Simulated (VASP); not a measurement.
Input of a VASP 6.6.1 run:

INCAR

```
ALGO = Normal
EDIFF = 1E-6
ENCUT = 500
GGA = PE
GGA_COMPAT = False
ISIF = 2
ISMEAR = 0
LASPH = True
LCHARG = False
LREAL = False
LWAVE = False
NBANDS = 14
NELM = 120
PREC = Accurate
SIGMA = 0.05
```

The input KPOINTS:

```
k-points
0
Gamma
  6 6 6
```

Contents of POSCAR:

```
NaCl
1.0
    3.5021900000      0.0000000000      0.0000000000
    0.0000000000      3.5021900000      0.0000000000
    0.0000000000      0.0000000000      3.5021900000
Na Cl
1 1
Direct
   -0.0201904175     -0.0201904175     -0.0285535622
    0.5000000000      0.5000000000      0.5000000000
```

Potentials or basis: VASP PAW PBE potentials, release 64 (Na_pv, Cl).

Command:

```sh
$ cat potpaw_PBE.64/Na_pv/POTCAR potpaw_PBE.64/Cl/POTCAR > POTCAR
$ mpirun -np 1 vasp_std > vasp.out
```

**Question.** Estimate the pressure.

**Answer.** 0.2 GPa.

**Question.** Estimate the largest force.

**Answer.** 0.055 eV/Å.

**Question.** Estimate the band gap on the k mesh.

**Answer.** 3.99 eV (least direct gap 4.48 eV).

Forces on the atoms (eV/Å):
```
Na   0.028  0.028  0.038
Cl  -0.028 -0.028 -0.038
```

Caveat: the cell differs from its parent crystal (atom 1 (Na) moved by (-0.100, -0.100) A along [1 1 0] and z). A k mesh can miss the band edges.
